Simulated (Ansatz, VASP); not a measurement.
# Two plane-wave programs on Ti

POSCAR

```
Ti
1.0
    0.0000000000      2.0300000000      1.9691000000
    2.0300000000      0.0000000000      1.9691000000
    2.0300000000      2.0300000000      0.0000000000
Ti
1
Direct
    0.0000000000      0.0000000000      0.0000000000
```

File INCAR.step1:

```
  ALGO = Normal
  EDIFF = 1E-4
  ENCUT = 520
  GGA = PE
  ISMEAR = 0
  LASPH = True
  LCHARG = False
  LREAL = False
  LWAVE = True
  NBANDS = 12
  NELM = 80
  PREC = Accurate
  SIGMA = 0.15
```

INCAR.step2

```
  ALGO = Normal
  EDIFF = 1E-6
  ENCUT = 520
  ISIF = 2
  ISMEAR = 0
  ISTART = 1
  LASPH = True
  LCHARG = False
  LMIXTAU = True
  LREAL = False
  LWAVE = False
  METAGGA = R2SCAN
  NBANDS = 12
  NELM = 80
  PREC = Accurate
  SIGMA = 0.15
```

File KPOINTS:

```
k-points
0
Gamma
  20 20 20
```

Input for Ansatz:

```yaml
crystal:
  lattice:
    - [0.0, 2.03, 1.9691]
    - [2.03, 0.0, 1.9691]
    - [2.03, 2.03, 0.0]
  atoms:
    - { symbol: Ti, position: [0.0, 0.0, 0.0] }
basis:
  ecutwfc: 500
kpoints:
  mp_grid: { grid: [20, 20, 20] }
hamiltonian:
  xc: r2scan
scf:
  occupations: { method: gaussian, width: 0.15 }
output:
  forces: true
  stress: true
  eigenvalues: true
```

Change from the starting cell: strain +0.000 along x and y, -0.030 along z, atoms carried along.

Alike in both runs: task single point; functional r2SCAN; k mesh 20 × 20 × 20; occupations gaussian, width 0.15 eV; no spin polarisation.

```csv
,VASP,Ansatz
version,VASP 6.6.1,Ansatz 0.2.0
potentials or method,"VASP PAW PBE potentials, release 64 (Ti_sv), cutoff 520 eV","scalar-relativistic, plane waves, PAW"
valence electrons in the cell,12,12
```

```csv
,VASP,Ansatz,Ansatz less VASP
gap on the k mesh at the Fermi level (eV),none,none,-
pressure (GPa),8.9,8.4,-0.47
"traceless stress, the component that is largest in VASP (GPa)",0.66,0.66,-0.009
```

VASP's potentials were made for PBE, not for r2SCAN. A gap of «none» marks a metal or a gap that the smearing closes.
